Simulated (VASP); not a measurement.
Here is a VASP 6.6.1 calculation.

INCAR

```
ALGO = Normal
EDIFF = 1E-6
ENCUT = 520
GGA = PE
ISIF = 2
ISMEAR = 0
ISPIN = 2
LASPH = True
LCHARG = False
LORBIT = 11
LREAL = Auto
LWAVE = False
MAGMOM = 0.75 0 0 0 0 0 0 0 0 0.75 0.75 0 0.75 0 0 0 0 0 0 0 0 0 0 0 0 0 0 0 0 0 0 0 0 0 0
NBANDS = 97
NELECT = 137.0
NELM = 150
PREC = Accurate
SIGMA = 0.01
```

KPOINTS

```
Automatic mesh
0
Gamma
  2 2 2
  0.5 0.5 0.5
```

Contents of POSCAR:

```
Si18C17
1.0
    0.0000000000      5.3553911397      5.0742922929
   -4.6379047741     -2.6776955698      5.0742922929
    4.6379047741     -2.6776955698      5.0742922929
Si C
18 17
Direct
    0.3790160060      0.7130263852      0.3786127172
    0.7233993998      0.7222140813      0.0542365375
    0.3882065450      0.3886703615      0.7229817474
    0.3882166923      0.0574013626      0.0542513790
    0.7233846903      0.3886693825      0.3877956334
    0.0546550578      0.7222050963      0.7229744701
    0.0561195188      0.3901300477      0.0557075877
    0.7228447368      0.0568741678      0.7224511783
    0.0546584650      0.0574167637      0.3877752965
    0.4410314091      0.7750801597      0.7888580654
    0.7893514034      0.7750478628      0.4406075386
    0.4438289502      0.4447868162      0.1103617567
    0.4410279799      0.1233024323      0.4406374643
    0.7788795597      0.4442995833      0.7784794033
    0.1107816308      0.7778420497      0.1103538990
    0.1107658387      0.4447751160      0.4434137926
    0.7788904469      0.1128988221      0.1098653270
    0.1102667047      0.1129042377      0.7784734832
    0.8448595838      0.8486657409      0.1796970925
    0.5146435247      0.5141499404      0.8444340033
    0.5146553195      0.1788616049      0.1797187465
    0.8448399932      0.5141357375      0.5142336034
    0.1801078345      0.8486607280      0.8444322375
    0.1805984808      0.5146141625      0.1801899477
    0.8467706227      0.1807991835      0.8463722875
    0.1801079090      0.1788644644      0.5142296696
    0.2365571353      0.5705592753      0.5710832119
    0.5714992857      0.5705801143      0.2361522742
    0.2356537405      0.2364454618      0.9020324660
    0.2365615427      0.9055009870      0.2361432797
    0.5693071430      0.2345319650      0.5688960481
    0.9024400356      0.5696629874      0.9020256213
    0.9024212725      0.2364563957      0.2352386263
    0.5693113164      0.9033239361      0.9000993565
    0.9005159079      0.9033226860      0.5688993025
```

Potentials or basis: VASP PAW PBE potentials, release 64 (Si, C).

The run is started by

```sh
$ cat potpaw_PBE.64/Si/POTCAR potpaw_PBE.64/C/POTCAR > POTCAR
$ mpirun -np 1 vasp_std > vasp.out
```

Task: Estimate the net moment.

Result: 0.00 μB per cell.

Task: Estimate the largest force.

Result: 0.017 eV/Å.

Forces on the atoms (eV/Å):
```
Si   0.002  0.001 -0.014
Si   0.008  0.002 -0.001
Si   0.001 -0.009  0.000
Si   0.001 -0.009 -0.003
Si  -0.006  0.004  0.000
Si   0.007  0.004 -0.001
Si   0.001  0.000  0.003
Si  -0.001  0.002  0.000
Si  -0.004  0.007 -0.003
Si   0.009 -0.004 -0.004
Si   0.001  0.008 -0.005
Si   0.001 -0.004  0.007
Si  -0.008 -0.004 -0.004
Si   0.003  0.003  0.002
Si   0.004  0.002  0.004
Si  -0.003  0.002  0.008
Si  -0.003  0.000  0.002
Si   0.000 -0.001  0.003
C   -0.015 -0.007 -0.002
C    0.001  0.011  0.001
C   -0.006  0.014  0.000
C    0.011 -0.005  0.001
C   -0.013 -0.010 -0.003
C   -0.006 -0.002 -0.005
C    0.000 -0.001  0.006
C    0.010 -0.010  0.000
C   -0.003 -0.001  0.000
C    0.000  0.000 -0.002
C    0.005 -0.001 -0.003
C   -0.003 -0.001 -0.005
C    0.016  0.005  0.006
C    0.004  0.004 -0.001
C   -0.001  0.007  0.000
C   -0.009  0.005  0.006
C   -0.001 -0.009  0.005
```

Caveat: the k points lie up to 0.44 Å⁻¹ apart; the cell carries a net charge on a neutralising background, which shifts energy and pressure; the cell differs from its parent crystal (atoms taken out, then relaxed in part).
